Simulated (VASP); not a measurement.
Wanted: the native input for a VASP 6.6.1 run.

```yaml
Task: density of states
Functional: PBE
Potentials_or_basis: VASP PAW PBE potentials, release 64 (Ti_sv)
Cutoff: 520 eV
k_mesh: 13 × 13 × 1
Occupations: fermi-dirac, width 0.05 eV
Spin: no spin polarisation
Dipole_correction: yes
k_mesh_for_the_DOS: 20 × 20 × 1
Occupations_for_the_DOS: tetrahedron
Further_INCAR_settings: ALGO = Normal; EDIFF = 1e-06
```

Ti, a slab with vacuum:

```
Ti
1.0
     2.93995    0.00000    0.00000
    -1.46997    2.54607    0.00000
     0.00000    0.00000   16.00000
Ti
1
Cartesian
  0.0000 0.0000 8.0000
```

One way to write it, as run:

POSCAR

```
Ti
1.0
    2.9399472372      0.0000000000      0.0000000000
   -1.4699736186      2.5460689932      0.0000000000
    0.0000000000      0.0000000000     16.0000000000
Ti
1
Direct
    0.0000000000      0.0000000000      0.5000000000
```

INCAR.step1

```
ALGO = Normal
DIPOL = 0.5 0.5 0.500
EDIFF = 1E-6
ENCUT = 520
GGA = PE
IDIPOL = 3
ISIF = 2
ISMEAR = -1
LASPH = True
LCHARG = True
LDIPOL = True
LMAXMIX = 4
LREAL = False
LWAVE = False
NBANDS = 12
NELM = 80
PREC = Accurate
SIGMA = 0.05
```

KPOINTS.step1

```
k-points
0
Gamma
  13 13 1
```

INCAR.step2

```
ALGO = Normal
DIPOL = 0.5 0.5 0.500
EDIFF = 1E-6
ENCUT = 520
GGA = PE
ICHARG = 11
IDIPOL = 3
ISIF = 2
ISMEAR = -5
LASPH = True
LCHARG = False
LDIPOL = True
LMAXMIX = 4
LORBIT = 10
LREAL = False
LWAVE = False
NEDOS = 2001
NELM = 80
PREC = Accurate
SIGMA = 0.05
```

KPOINTS.step2

```
k-points
0
Gamma
  20 20 1
```

Potentials or basis: VASP PAW PBE potentials, release 64 (Ti_sv).

Run with:

```bash
$ cat potpaw_PBE.64/Ti_sv/POTCAR > POTCAR
$ cp INCAR.step1 INCAR
$ cp KPOINTS.step1 KPOINTS
$ mpirun -np 1 vasp_std > vasp.out
$ cp INCAR.step2 INCAR
$ cp KPOINTS.step2 KPOINTS
$ mpirun -np 1 vasp_std > vasp.out
```

Results of the run:

- Valence electrons inside the program's atomic spheres: Ti 10.14

Run time: 120 s on 1 thread of Intel Xeon 8259CL (shared host), peak memory 0.25 GiB.
